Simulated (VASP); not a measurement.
Crystal: Hf.

```
CELL_PARAMETERS angstrom
0.11927 2.34305 1.99282
2.32109 0.12480 1.98729
2.44975 2.46619 -0.00387
ATOMIC_POSITIONS crystal
Hf 0.00000 0.00000 0.00000
```

| Item | Value |
| --- | --- |
| Program | VASP 6.6.1 |
| Task | relaxation of cell and atoms |
| Functional | PBE |
| Dispersion | D4 |
| Potentials or basis | VASP PAW PBE potentials, release 64 (Hf_pv) |
| Cutoff | 600 eV |
| k mesh | 11 × 11 × 10 |
| Occupations | fermi-dirac, width 0.05 eV |
| Spin | no spin polarisation |

At the start: pressure 1.8 GPa; volume 21.64 Å³/atom.

**Question.** Where does the relaxation end?

**Answer.** Over 19 steps the energy falls by 62.9 meV/atom and the volume is 22.10 Å³/atom (+2.1 %); space group Immm (No. 71, to 0.1 Å) before, Fm-3m (No. 225, to 0.1 Å).

Step by step:
```csv
step,energy change (eV),largest force (eV/Å),pressure (GPa),volume (Å³)
1,0.0000,0.0000,1.85,21.64
2,-0.0074,0.0000,-1.81,22.43
3,-0.0074,0.0000,-1.55,22.36
4,-0.0159,0.0000,-1.72,22.42
5,-0.0389,0.0000,-2.03,22.55
6,0.0317,0.0000,-1.56,22.58
7,-0.0403,0.0000,-2.03,22.57
8,-0.0498,0.0000,0.35,22.07
9,-0.0502,0.0000,0.96,21.95
10,-0.0578,0.0000,0.58,22.01
11,-0.0619,0.0000,0.04,22.10
12,-0.0619,0.0000,0.11,22.09
13,-0.0628,0.0000,-0.10,22.13
14,-0.0628,0.0000,-0.17,22.14
15,-0.0628,0.0000,-0.16,22.14
16,-0.0629,0.0000,0.10,22.08
17,-0.0629,0.0000,0.05,22.10
18,-0.0629,0.0000,0.03,22.10
19,-0.0629,0.0000,0.01,22.10
```

Final structure:
```xyz
1
Lattice="0.0032 2.2289 2.2258 2.2318 0.0029 2.2263 2.2350 2.2300 0.0068" Properties=species:S:1:pos:R:3 pbc="T T T"
Hf    2.2350    2.2300    0.0068
```
